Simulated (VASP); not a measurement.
# Tl (P6_3/mmc) in VASP: notebook

The runs below take Tl through single point, with r2SCAN.

Program: VASP 6.6.1. These are calculated values, not measurements. Logs are shortened: lines on timing, memory, paths and dates and some standing lists are left out, and cuts for length are marked.

## Step 1: The cell of the first run

It takes space group P6_3/mmc (No. 194, hexagonal). The conventional cell has a = 3.567 Å, b = 3.567 Å, c = 5.466 Å, α = 90.00°, β = 90.00°, γ = 120.00°. Tl (site symmetry -6m2) has 12 Tl at 3.42 to 3.57 Å within 4.5 Å.

## Step 2: Single point, r2SCAN

The input, POSCAR:

```
Tl
1.0
    3.5669169558      0.0000000000      0.0000000000
   -1.7834584779      3.0890406969      0.0000000000
    0.0000000000      0.0000000000      5.4662859784
Tl
2
Direct
    0.3333333333      0.6666666667      0.2500000000
    0.6666666667      0.3333333333      0.7500000000
```

The input, INCAR.step1:

```
SYSTEM = Tl
ALGO = Normal
EDIFF = 1E-4
ENCUT = 520
GGA = PE
ISMEAR = 0
LASPH = .TRUE.
LCHARG = .FALSE.
LREAL = .FALSE.
LWAVE = .TRUE.
NBANDS = 20
NELM = 100
PREC = Accurate
SIGMA = 0.1
```

The input, INCAR.step2:

```
SYSTEM = Tl
ALGO = Normal
EDIFF = 1E-6
ENCUT = 520
ISIF = 2
ISMEAR = 0
ISTART = 1
LASPH = .TRUE.
LCHARG = .TRUE.
LELF = .TRUE.
LMIXTAU = .TRUE.
LREAL = .FALSE.
LVHAR = .TRUE.
LWAVE = .FALSE.
METAGGA = R2SCAN
NBANDS = 20
NELM = 100
PREC = Accurate
SIGMA = 0.1
```

The input, KPOINTS:

```
k-points
0
G
  15 15 8
  0 0 0
```

Potentials or basis: VASP PAW PBE potentials, release 64 (Tl_d).

Launch:

```bash
cat potpaw_PBE.64/Tl_d/POTCAR > POTCAR
cp INCAR.step1 INCAR
mpirun -np 1 vasp_std > vasp.out
cp INCAR.step2 INCAR
mpirun -np 1 vasp_std > vasp.out
```

OUTCAR:

```text
SYSTEM = Tl
   EDIFF = 1E-6
   ENCUT = 520
   ISIF = 2
   ISMEAR = 0
   ISTART = 1
   LASPH = .TRUE.
   LREAL = .FALSE.
   METAGGA = R2SCAN
   NELM = 100
   PREC = Accurate

 ion  position               nearest neighbor table
   1  0.333  0.667  0.250-   2 3.42   2 3.42   2 3.42   2 3.42   2 3.42   2 3.42
   2  0.667  0.333  0.750-   1 3.42   1 3.42   1 3.42   1 3.42   1 3.42   1 3.42

  LATTYP: Found a hexagonal cell.
 ALAT       =     3.5669169558
 C/A-ratio  =     1.5324960032

  Lattice vectors:

 A1 = (   3.5669169558,   0.0000000000,   0.0000000000)
 A2 = (  -1.7834584779,   3.0890406969,   0.0000000000)
 A3 = (   0.0000000000,   0.0000000000,   5.4662859784)

Analysis of symmetry for initial positions (statically):
=====================================================================
 Subroutine PRICEL returns:
 Original cell was already a primitive cell.

 Routine SETGRP: Setting up the symmetry group for a
 hexagonal supercell.

 Subroutine GETGRP returns: Found 24 space group operations
 (whereof 12 operations were pure point group operations)
 out of a pool of 24 trial point group operations.

The static configuration has the point symmetry D_3d.
 The point group associated with its full space group is D_6h.

Analysis of symmetry for dynamics (positions and initial velocities):
=====================================================================
 Subroutine PRICEL returns:
 Original cell was already a primitive cell.

 Routine SETGRP: Setting up the symmetry group for a
 hexagonal supercell.

 Subroutine GETGRP returns: Found 24 space group operations
 (whereof 12 operations were pure point group operations)
 out of a pool of 24 trial point group operations.

The dynamic configuration has the point symmetry D_3d.
 The point group associated with its full space group is D_6h.

 Subroutine INISYM returns: Found 24 space group operations
 (whereof 12 operations are pure point group operations),
 and found     1 'primitive' translations

----------------------------------------------------------------------------------------

                                     Primitive cell

  volume of cell :      60.2295

  direct lattice vectors                    reciprocal lattice vectors
     3.566916956  0.000000000  0.000000000     0.280354158  0.161862549  0.000000000
    -1.783458478  3.089040697  0.000000000     0.000000000  0.323725097  0.000000000
     0.000000000  0.000000000  5.466285978     0.000000000  0.000000000  0.182939569
[... 76 lines left out ...]
   ISTART =      1    job   : 0-new  1-cont  2-samecut
   ICHARG =      0    charge: 1-file 2-atom 10-const
   ISPIN  =      1    spin polarized calculation?
   LNONCOLLINEAR =      F non collinear calculations
   LSORBIT =      F    spin-orbit coupling
   LASPH  =      T    aspherical Exc in radial PAW
   ENCUT  =  520.0 eV  38.22 Ry    6.18 a.u.   6.63  6.63 10.16*2*pi/ulx,y,z
   NELM   =    100;   NELMIN=  2; NELMDL=  0     # of ELM steps
   EDIFF  = 0.1E-05   stopping-criterion for ELM
   LREAL  =      F    real-space projection
   EDIFFG = 0.1E-04   stopping-criterion for IOM
   NSW    =      0    number of steps for IOM
   IBRION =     -1    ionic relax: 0-MD 1-quasi-New 2-CG
   NFREE  =      0    steps in history (QN), initial steepest desc. (CG)
   ISIF   =      2    stress and relaxation
   ISYM   =      2    0-nonsym 1-usesym 2-fastsym
   POTIM  = 0.5000    time-step for ionic-motion
   TEBEG  =    0.0;   TEEND  =   0.0 temperature during run
   PSTRESS=    0.0 pullay stress
   NELECT =      26.0000    total number of electrons
   NUPDOWN=      -1.0000    fix difference up-down
   EMIN   =  10.00;   EMAX   =-10.00  energy-range for DOS
   EFERMI =   0.00;   METHOD = LEGACY
   ISMEAR =     0;   SIGMA  =   0.10  broadening in eV -4-tet -1-fermi 0-gaus
   EFERMI_NEDOS =   21; number of points for ismear=-14 and -15
   IALGO  =     38    algorithm
   IMIX   =      4    mixing-type and parameters
     AMIX     =   0.40;   BMIX     =  1.00
     AMIX_MAG =   1.60;   BMIX_MAG =  1.00
  volume/ion in A,a.u.               =      30.11       203.22
  Fermi-wavevector in a.u.,A,eV,Ry     =   1.237266  2.338093 20.828156  1.530826
  Thomas-Fermi vector in A             =   2.371840
   LORBIT       =      0    0 simple, 1 ext, 2 COOP (PROOUT), +10 PAW based schemes
   METAGGA = R2SCAN    functional components
   LHFCALC =     F    Hartree Fock is set to
   AEXX    =    0.0000 exact exchange contribution
   IVDW    =     0    specifies the selected vdW correction
   LEPSILON=     F    determine dielectric tensor
   LRPA    =     F    only Hartree local field effects (RPA)
 non-spin polarized calculation
 Gauss-broadening in eV      SIGMA  =   0.10
  energy-cutoff  :      520.00
  volume of cell :       60.23
 maximum number of plane-waves:      1653
 NGX is ok and might be reduce to    28
   NGX = 13   NGY = 13   NGZ = 21

 number of electron      25.9999999 magnetization

 Free energy of the ion-electron system (eV)
  ---------------------------------------------------
  ext. energy  EPLUGINS =         0.00000000
  ---------------------------------------------------
  free energy    TOTEN  =      -106.35636067 eV

  energy without entropy =     -106.35339695  energy(sigma->0) =     -106.35487881

 E-fermi :   6.0636     XC(G=0): -10.5335

 val. band max:        6.0448779427   @ k =   0.2667   0.1333   0.0000
 cond. band min:       6.0814202845   @ k =   0.3333   0.3333   0.2500
 fundamental gap:      0.0365423418
 Fermi energy:         6.0635864884

 k-point     1 :       0.0000    0.0000    0.0000
  band No.  band energies     occupation
      1      -6.2581      2.00000
      2      -6.0493      2.00000
      3      -6.0493      2.00000
      4      -6.0308      2.00000
      5      -5.9981      2.00000
      6      -5.9981      2.00000
[... 541 lines left out ...]
     19      13.8395      0.00000
     20      17.7290      0.00000

 [... further k-points ...]
[... 5 lines left out ...]
  --------------------------------------------------------------------------------------
  -------------------------------------------------------------------------------------
  Total       -0.0030308     -0.0030308     -0.0096850      0.0000000      0.0000000     -0.0000000
  in kB       -0.0806220     -0.0806220     -0.2576323      0.0000000      0.0000000     -0.0000000
  external PRESSURE =      -0.1396254 kB  Pullay stress =       0.0000000 kB

 VOLUME and BASIS-vectors are now :
 -----------------------------------------------------------------------------
  energy-cutoff  :      520.00
  volume of cell :       60.23
      direct lattice vectors                 reciprocal lattice vectors
     3.566916956  0.000000000  0.000000000     0.280354158  0.161862549  0.000000000
    -1.783458478  3.089040697  0.000000000     0.000000000  0.323725097  0.000000000
     0.000000000  0.000000000  5.466285978     0.000000000  0.000000000  0.182939569

 POSITION                                       TOTAL-FORCE (eV/Angst)
 -----------------------------------------------------------------------------------
     -0.00000      2.05936      1.36657        -0.000000      0.000000      0.000000
      1.78346      1.02968      4.09971         0.000000      0.000000      0.000000
 -----------------------------------------------------------------------------------
    total drift:                                0.000000     -0.000000      0.000000

  FREE ENERGIE OF THE ION-ELECTRON SYSTEM (eV)
  ---------------------------------------------------
  free  energy   TOTEN  =      -106.3563606737 eV

  energy  without entropy=     -106.3533969528  energy(sigma->0) =     -106.35487881
```

OSZICAR.step1:

```text
N       E                     dE             d eps       ncg     rms          rms(c)
DAV:   1     0.130668554069E+03    0.13067E+03   -0.14082E+04  5432   0.122E+03
DAV:   2    -0.192084963815E+01   -0.13259E+03   -0.13006E+03  5936   0.273E+02
DAV:   3    -0.447498635467E+01   -0.25541E+01   -0.25464E+01  6204   0.331E+01
DAV:   4    -0.449085639644E+01   -0.15870E-01   -0.15869E-01  5740   0.282E+00
DAV:   5    -0.449108955744E+01   -0.23316E-03   -0.23316E-03  5976   0.338E-01    0.266E+00
DAV:   6    -0.445121194686E+01    0.39878E-01   -0.69255E-02  5656   0.200E+00    0.189E+00
DAV:   7    -0.444446987401E+01    0.67421E-02   -0.29678E-02  5860   0.131E+00    0.682E-01
DAV:   8    -0.444401430923E+01    0.45556E-03   -0.22389E-03  5640   0.348E-01    0.359E-02
DAV:   9    -0.444402128769E+01   -0.69785E-05   -0.16044E-05  3028   0.345E-02
   1 F= -.44440213E+01 E0= -.44424737E+01  d E =-.309524E-02
```

Run time: 14 min. Hardware: 1 thread of AMD EPYC 7R43 (Zen 3), shared host; peak memory 0.24 GiB.

What came out:

```
Free energy            : -106.3564 eV
Pressure               : 0.0 GPa
Band gap on the k mesh : zero (band 13 reaches 9.94 eV, above the bottom of band 14 at 3.94 eV)
```

Caveat: the PAW data sets were made with another functional, which shifts forces and pressure a little; spin-orbit coupling is left out, which moves the levels of the heavy elements.

## Step 3: Single point, r2SCAN

This run uses another cell than the first one, of 28.57 Å³/atom, 0.949 times its volume.

The input, POSCAR:

```
Tl
1.0
    3.4559983565      0.0000000000      0.0000000000
   -1.7279991783      2.9929823722      0.0000000000
    0.0000000000      0.0000000000      5.5250000000
Tl
2
Direct
    0.3333333333      0.6666666667      0.2500000000
    0.6666666667      0.3333333333      0.7500000000
```

The input, INCAR.step1:

```
  ALGO = Normal
  EDIFF = 1E-4
  ENCUT = 520
  GGA = PE
  ISMEAR = 0
  LASPH = True
  LCHARG = False
  LREAL = False
  LWAVE = True
  NBANDS = 20
  NELM = 100
  PREC = Accurate
  SIGMA = 0.1
```

The input, INCAR.step2:

```
  ALGO = Normal
  EDIFF = 1E-7
  ENCUT = 520
  ISIF = 2
  ISMEAR = 0
  ISTART = 1
  LASPH = True
  LCHARG = False
  LMIXTAU = True
  LREAL = False
  LWAVE = False
  METAGGA = R2SCAN
  NBANDS = 20
  NELM = 100
  PREC = Accurate
  SIGMA = 0.1
```

The input, KPOINTS:

```
k-points
0
Gamma
  6 6 4
```

Potentials or basis: VASP PAW PBE potentials, release 64 (Tl_d).

Launch:

```bash
cat potpaw_PBE.64/Tl_d/POTCAR > POTCAR
cp INCAR.step1 INCAR
mpirun -np 1 vasp_std > vasp.out
cp INCAR.step2 INCAR
mpirun -np 1 vasp_std > vasp.out
```

It took 2.8 min on 1 thread of AMD EPYC 7R43 (Zen 3), shared host; peak memory 0.15 GiB.

The run converged. Its results:

```
Free energy            : -106.3079 eV
Pressure               : 1.8 GPa
Band gap on the k mesh : zero (band 13 reaches 10.17 eV, above the bottom of band 14 at 4.23 eV)
```

Stress tensor (GPa, compression positive):
```
0.91 0.00 0.00
0.00 0.91 0.00
0.00 0.00 3.44
```

Levels at points of the mesh, in eV from the Fermi level:
| k point | band 10 | band 11 | band 12 | band 13 | band 14 | band 15 | band 16 | band 17 |
| --- | --- | --- | --- | --- | --- | --- | --- | --- |
| (0.00, 0.00, 0.00) | -11.74 | -10.55 | -5.46 | -2.98 | 8.15 | 8.15 | 10.31 | 10.31 |
| (0.50, 0.00, 0.00) | -11.69 | -6.15 | -4.98 | -0.81 | 0.45 | 1.32 | 3.93 | 3.95 |
| (0.00, 0.00, 0.50) | -11.86 | -9.05 | -9.05 | 3.42 | 3.42 | 9.16 | 9.16 | 9.16 |
| (0.50, 0.00, 0.50) | -11.71 | -5.06 | -5.06 | -2.40 | -2.40 | 5.66 | 5.66 | 6.28 |

Caveat: the PAW data sets were made with another functional, which shifts forces and pressure a little; spin-orbit coupling is left out, which moves the levels of the heavy elements.
